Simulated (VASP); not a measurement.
# ZrB (Pm-3m) in VASP: relaxation of cell and atoms with r2SCAN

Aim: the relaxation of cell and atoms of ZrB with r2SCAN.

All numbers are computed with VASP 6.6.1; they aren't measurements. Logs are shortened: lines on timing, memory, paths and dates and some standing lists are left out, and cuts for length are marked.

## Step 1: The cell of the first run

The structure is cubic, space group Pm-3m (No. 221). Conventional cell: a = 3.029 Å, b = 3.029 Å, c = 3.029 Å, α = 90.00°, β = 90.00°, γ = 90.00°. Zr (site symmetry m-3m) has 8 B at 2.62 Å and 6 Zr at 3.03 Å within 3.5 Å. Within 3.5 Å of B (site symmetry m-3m) lie 8 Zr at 2.62 Å and 6 B at 3.03 Å.

## Step 2: Relaxation of cell and atoms, r2SCAN

Input file POSCAR:

```
ZrB
1.0
    3.0286718549      0.0000000000      0.0000000000
    0.0000000000      3.0286718549      0.0000000000
    0.0000000000      0.0000000000      3.0286718549
Zr B
1 1
Direct
    0.0000000000      0.0000000000      0.0000000000
    0.5000000000      0.5000000000      0.5000000000
```

Input file INCAR.step1:

```
PREC = Accurate
ENCUT = 600
ISMEAR = 0
SIGMA = 0.1
LREAL = F
LASPH = T
NELM = 100
GGA = PE
ALGO = Normal
EDIFF = 1E-4
LWAVE = T
LCHARG = F
```

Input file INCAR.step2:

```
PREC = Accurate
ENCUT = 600
EDIFF = 1E-7
ISMEAR = 0
SIGMA = 0.1
LREAL = F
LASPH = T
NELM = 100
ALGO = Normal
ISIF = 3
LWAVE = F
LCHARG = F
METAGGA = R2SCAN
LMIXTAU = T
IBRION = 2
NSW = 100
EDIFFG = -0.01
ISTART = 1
```

Input file KPOINTS:

```
Automatic mesh
0
Gamma
  18 18 18
```

Potentials or basis: VASP PAW PBE potentials, release 64 (Zr_sv, B).

On the command line:

```bash
$ cat potpaw_PBE.64/Zr_sv/POTCAR potpaw_PBE.64/B/POTCAR > POTCAR
$ cp INCAR.step1 INCAR
$ mpirun -np 1 vasp_std > vasp.out
$ cp INCAR.step2 INCAR
$ mpirun -np 1 vasp_std > vasp.out
```

OUTCAR:

```text
PREC = Accurate
   ENCUT = 600
   EDIFF = 1E-7
   ISMEAR = 0
   LREAL = F
   LASPH = T
   NELM = 100
   ISIF = 3
   METAGGA = R2SCAN
   IBRION = 2
   NSW = 100
   EDIFFG = -0.01
   ISTART = 1

 ion  position               nearest neighbor table
   1  0.000  0.000  0.000-   2 2.62   2 2.62   2 2.62   2 2.62   2 2.62   2 2.62   2 2.62   2 2.62

   2  0.500  0.500  0.500-   1 2.62   1 2.62   1 2.62   1 2.62   1 2.62   1 2.62   1 2.62   1 2.62

  LATTYP: Found a simple cubic cell.
 ALAT       =     3.0286718549

  Lattice vectors:

 A1 = (   3.0286718549,   0.0000000000,   0.0000000000)
 A2 = (   0.0000000000,   3.0286718549,   0.0000000000)
 A3 = (   0.0000000000,   0.0000000000,   3.0286718549)

Analysis of symmetry for initial positions (statically):
=====================================================================
 Subroutine PRICEL returns:
 Original cell was already a primitive cell.

 Routine SETGRP: Setting up the symmetry group for a
 simple cubic supercell.

 Subroutine GETGRP returns: Found 48 space group operations
 (whereof 48 operations were pure point group operations)
 out of a pool of 48 trial point group operations.

The static configuration has the point symmetry O_h .

Analysis of symmetry for dynamics (positions and initial velocities):
=====================================================================
 Subroutine PRICEL returns:
 Original cell was already a primitive cell.

 Routine SETGRP: Setting up the symmetry group for a
 simple cubic supercell.

 Subroutine GETGRP returns: Found 48 space group operations
 (whereof 48 operations were pure point group operations)
 out of a pool of 48 trial point group operations.

The dynamic configuration has the point symmetry O_h .

 Subroutine INISYM returns: Found 48 space group operations
 (whereof 48 operations are pure point group operations),
 and found     1 'primitive' translations

----------------------------------------------------------------------------------------

                                     Primitive cell

  volume of cell :      27.7816

  direct lattice vectors                    reciprocal lattice vectors
     3.028671855  0.000000000  0.000000000     0.330177731  0.000000000  0.000000000
     0.000000000  3.028671855  0.000000000     0.000000000  0.330177731  0.000000000
     0.000000000  0.000000000  3.028671855     0.000000000  0.000000000  0.330177731

  length of vectors
     3.028671855  3.028671855  3.028671855     0.330177731  0.330177731  0.330177731

  position of ions in fractional coordinates (direct lattice)
     0.000000000  0.000000000  0.000000000
     0.500000000  0.500000000  0.500000000

  ion indices of the primitive-cell ions
   primitive index   ion index
                 1           1
                 2           2

----------------------------------------------------------------------------------------

 KPOINTS: Automatic mesh

Automatic generation of k-mesh.
 Grid dimensions read from file:
 generate k-points for:   18   18   18

 Generating k-lattice:

  Cartesian coordinates                     Fractional coordinates (reciprocal lattice)
     0.018343207  0.000000000  0.000000000     0.055555556  0.000000000  0.000000000
     0.000000000  0.018343207  0.000000000     0.000000000  0.055555556  0.000000000
     0.000000000  0.000000000  0.018343207     0.000000000  0.000000000  0.055555556

  Length of vectors
     0.018343207  0.018343207  0.018343207

  Shift w.r.t. Gamma in fractional coordinates (k-lattice)
     0.000000000  0.000000000  0.000000000

 Subroutine IBZKPT returns following result:
 ===========================================

 Found    220 irreducible k-points:

 Following reciprocal coordinates:
            Coordinates               Weight
  0.000000  0.000000  0.000000      1.000000
  0.055556  0.000000  0.000000      6.000000
  0.111111  0.000000  0.000000      6.000000
  0.166667  0.000000  0.000000      6.000000
  0.222222  0.000000  0.000000      6.000000
  0.277778  0.000000  0.000000      6.000000
[... 16 lines left out ...]
  0.277778  0.111111  0.000000     24.000000
  0.333333  0.111111  0.000000     24.000000
 [... further k-points ...]
   k-points           NKPTS =    220   k-points in BZ     NKDIM =    220   number of bands    NBANDS=     11
   number of dos      NEDOS =    301   number of ions     NIONS =      2
   total plane-waves  NPLWV =  13824
   dimension x,y,z NGX =    24 NGY =   24 NGZ =   24
   dimension x,y,z NGXF=    48 NGYF=   48 NGZF=   48
   ions per type =               1   1
   NGX,Y,Z   is equivalent  to a cutoff of  13.17, 13.17, 13.17 a.u.
   NGXF,Y,Z  is equivalent  to a cutoff of  26.35, 26.35, 26.35 a.u.
 SYSTEM =  unknown system
   PREC   = accura    normal or accurate (medium, high low for compatibility)
   ISTART =      1    job   : 0-new  1-cont  2-samecut
   ICHARG =      0    charge: 1-file 2-atom 10-const
   ISPIN  =      1    spin polarized calculation?
   LNONCOLLINEAR =      F non collinear calculations
   LSORBIT =      F    spin-orbit coupling
   LASPH  =      T    aspherical Exc in radial PAW
   ENCUT  =  600.0 eV  44.10 Ry    6.64 a.u.   6.05  6.05  6.05*2*pi/ulx,y,z
   NELM   =    100;   NELMIN=  2; NELMDL=  0     # of ELM steps
   EDIFF  = 0.1E-06   stopping-criterion for ELM
   LREAL  =      F    real-space projection
   EDIFFG = -.1E-01   stopping-criterion for IOM
   NSW    =    100    number of steps for IOM
   IBRION =      2    ionic relax: 0-MD 1-quasi-New 2-CG
   NFREE  =      1    steps in history (QN), initial steepest desc. (CG)
   ISIF   =      3    stress and relaxation
   ISYM   =      2    0-nonsym 1-usesym 2-fastsym
   POTIM  = 0.5000    time-step for ionic-motion
   TEBEG  =    0.0;   TEEND  =   0.0 temperature during run
   PSTRESS=    0.0 pullay stress
   NELECT =      15.0000    total number of electrons
   NUPDOWN=      -1.0000    fix difference up-down
   EMIN   =  10.00;   EMAX   =-10.00  energy-range for DOS
   EFERMI =   0.00;   METHOD = LEGACY
   ISMEAR =     0;   SIGMA  =   0.10  broadening in eV -4-tet -1-fermi 0-gaus
   EFERMI_NEDOS =   21; number of points for ismear=-14 and -15
   IALGO  =     38    algorithm
   IMIX   =      4    mixing-type and parameters
     AMIX     =   0.40;   BMIX     =  1.00
     AMIX_MAG =   1.60;   BMIX_MAG =  1.00
  volume/ion in A,a.u.               =      13.89        93.74
  Fermi-wavevector in a.u.,A,eV,Ry     =   1.333070  2.519137 24.178590  1.777076
  Thomas-Fermi vector in A             =   2.461957
   LORBIT       =      0    0 simple, 1 ext, 2 COOP (PROOUT), +10 PAW based schemes
   METAGGA = R2SCAN    functional components
   LHFCALC =     F    Hartree Fock is set to
   AEXX    =    0.0000 exact exchange contribution
   IVDW    =     0    specifies the selected vdW correction
   LEPSILON=     F    determine dielectric tensor
   LRPA    =     F    only Hartree local field effects (RPA)
 conjugate gradient relaxation of ions
 non-spin polarized calculation
 Gauss-broadening in eV      SIGMA  =   0.10
  energy-cutoff  :      600.00
  volume of cell :       27.78
 maximum number of plane-waves:       952
   NGX = 13   NGY = 13   NGZ = 13

--------------------------------------- Ionic step        1  -------------------------------------------

 number of electron      14.9999999 magnetization

 Free energy of the ion-electron system (eV)
  ---------------------------------------------------
  ext. energy  EPLUGINS =         0.00000000
  ---------------------------------------------------
  free energy    TOTEN  =       -29.84350400 eV

  energy without entropy =      -29.83050774  energy(sigma->0) =      -29.83700587

------------------------ aborting loop because EDIFF is reached ----------------------------------------

  FORCE on cell =-STRESS in cart. coord.  units (eV):
  Direction    XX          YY          ZZ          XY          YZ          ZX
  --------------------------------------------------------------------------------------
  -------------------------------------------------------------------------------------
  Total       -0.0355928     -0.0355928     -0.0355928      0.0000000      0.0000000     -0.0000000
  in kB       -2.0526579     -2.0526579     -2.0526579      0.0000000      0.0000000     -0.0000000
  external PRESSURE =      -2.0526579 kB  Pullay stress =       0.0000000 kB

 VOLUME and BASIS-vectors are now :
 -----------------------------------------------------------------------------
  energy-cutoff  :      600.00
  volume of cell :       27.78
      direct lattice vectors                 reciprocal lattice vectors
     3.028671855  0.000000000  0.000000000     0.330177731  0.000000000  0.000000000
     0.000000000  3.028671855  0.000000000     0.000000000  0.330177731  0.000000000
     0.000000000  0.000000000  3.028671855     0.000000000  0.000000000  0.330177731
[... 37 lines left out ...]
 POSITION                                       TOTAL-FORCE (eV/Angst)
 -----------------------------------------------------------------------------------
      0.00000      0.00000      0.00000        -0.000000      0.000000      0.000000
      1.51304      1.51304      1.51304         0.000000     -0.000000      0.000000
 -----------------------------------------------------------------------------------
    total drift:                                0.000000      0.000000      0.000000

  FREE ENERGIE OF THE ION-ELECTRON SYSTEM (eV)
  ---------------------------------------------------
  free  energy   TOTEN  =       -29.8435055004 eV

  energy  without entropy=      -29.8305100001  energy(sigma->0) =      -29.83700775

--------------------------------------- Ionic step        3  -------------------------------------------

 number of electron      14.9999999 magnetization

 Free energy of the ion-electron system (eV)
  ---------------------------------------------------
  ext. energy  EPLUGINS =         0.00000000
  ---------------------------------------------------
  free energy    TOTEN  =       -29.84352717 eV

  energy without entropy =      -29.83053186  energy(sigma->0) =      -29.83702952

 E-fermi :   9.6882     XC(G=0): -12.7253

 val. band max:        9.6862454332   @ k =   0.3333   0.0000   0.0000
 cond. band min:       9.7030975293   @ k =   0.4444   0.2778   0.0556
 fundamental gap:      0.0168520960
 Fermi energy:         9.6882032440

 k-point     1 :       0.0000    0.0000    0.0000
  band No.  band energies     occupation
      1     -40.8421      2.00000
      2     -17.7778      2.00000
      3     -17.7778      2.00000
      4     -17.7778      2.00000
      5      -0.8577      2.00000
      6       7.5816      2.00000
      7       7.5816      2.00000
      8      12.1362      0.00000
      9      12.1362      0.00000
     10      12.1362      0.00000
     11      14.3778      0.00000

 k-point     2 :       0.0556    0.0000    0.0000
  band No.  band energies     occupation
      1     -40.8390      2.00000
      2     -17.8098      2.00000
      3     -17.7749      2.00000
      4     -17.7749      2.00000
      5      -0.7936      2.00000
      6       7.5829      2.00000
      7       7.6091      2.00000
      8      11.9458      0.00000
      9      11.9458      0.00000
     10      12.0764      0.00000
     11      14.3901      0.00000
[... 295 lines left out ...]
 k-point    24 :       0.3333    0.1111    0.0000
  band No.  band energies     occupation
      1     -40.7532      2.00000
      2     -18.5122      2.00000
      3     -17.8196      2.00000
      4     -17.6940      2.00000
      5       1.2728      2.00000
      6       5.8117      2.00000
      7       8.3397      2.00000
      8       9.5437      1.95896
      9       9.8170      0.06857
     10      13.9163      0.00000
     11      14.1186      0.00000

 [... further k-points ...]
[... 5 lines left out ...]
  --------------------------------------------------------------------------------------
  -------------------------------------------------------------------------------------
  Total       -0.0002077     -0.0002077     -0.0002077     -0.0000000     -0.0000000     -0.0000000
  in kB       -0.0119960     -0.0119960     -0.0119960     -0.0000000     -0.0000000     -0.0000000
  external PRESSURE =      -0.0119960 kB  Pullay stress =       0.0000000 kB

 VOLUME and BASIS-vectors are now :
 -----------------------------------------------------------------------------
  energy-cutoff  :      600.00
  volume of cell :       27.75
      direct lattice vectors                 reciprocal lattice vectors
     3.027345551  0.000000000 -0.000000000     0.330322384 -0.000000000 -0.000000000
     0.000000000  3.027345551  0.000000000    -0.000000000  0.330322384 -0.000000000
     0.000000000  0.000000000  3.027345551     0.000000000 -0.000000000  0.330322384

 POSITION                                       TOTAL-FORCE (eV/Angst)
 -----------------------------------------------------------------------------------
      0.00000      0.00000      0.00000        -0.000000      0.000000     -0.000000
      1.51367      1.51367      1.51367         0.000000     -0.000000      0.000000
 -----------------------------------------------------------------------------------
    total drift:                                0.000000      0.000000      0.000000

  FREE ENERGIE OF THE ION-ELECTRON SYSTEM (eV)
  ---------------------------------------------------
  free  energy   TOTEN  =       -29.8435271703 eV

  energy  without entropy=      -29.8305318604  energy(sigma->0) =      -29.83702952

 reached required accuracy - stopping structural energy minimisation
```

It took 5.2 min on 1 thread of Intel Xeon Platinum 8259CL at 2.50GHz (Skylake/Cascade Lake), shared host; peak memory 0.22 GiB.

What came out:

| Item | Value |
| --- | --- |
| Free energy | -29.8435 eV |
| Relaxed volume | 13.87 Å³/atom |
| Relaxed cell | a = 3.027 Å, b = 3.027 Å, c = 3.027 Å, α = 90.00°, β = 90.00°, γ = 90.00° |
| Space group after relaxing (to 0.05 Å) | Pm-3m (No. 221) |
| Energy gained by relaxing | 0.0 meV/atom |
| Ionic steps | 3 |
| Pressure after relaxing | 0.0 GPa |

Final structure:
```
Zr B
1.0
     3.02735    0.00000    0.00000
     0.00000    3.02735    0.00000
     0.00000    0.00000    3.02735
Zr B
1 1
Direct
  0.00000 0.00000 0.00000
  0.50000 0.50000 0.50000
```

Levels at points of the mesh, in eV from the Fermi level:
```tsv
k point	band 4	band 5	band 6	band 7	band 8	band 9	band 10	band 11
(0.00, 0.00, 0.00)	-27.47	-10.55	-2.11	-2.11	2.45	2.45	2.45	4.69
(0.50, 0.00, 0.00)	-27.37	-7.03	-5.78	-1.00	-0.50	-0.50	5.13	6.13
(0.50, 0.50, 0.00)	-27.28	-7.85	-2.06	-2.06	-0.98	2.26	2.26	3.69
(0.50, 0.50, 0.50)	-28.12	-5.08	-5.08	-5.08	-3.62	6.87	6.87	7.95
```

Caveat: the PAW data sets were made with another functional, which shifts forces and pressure a little.
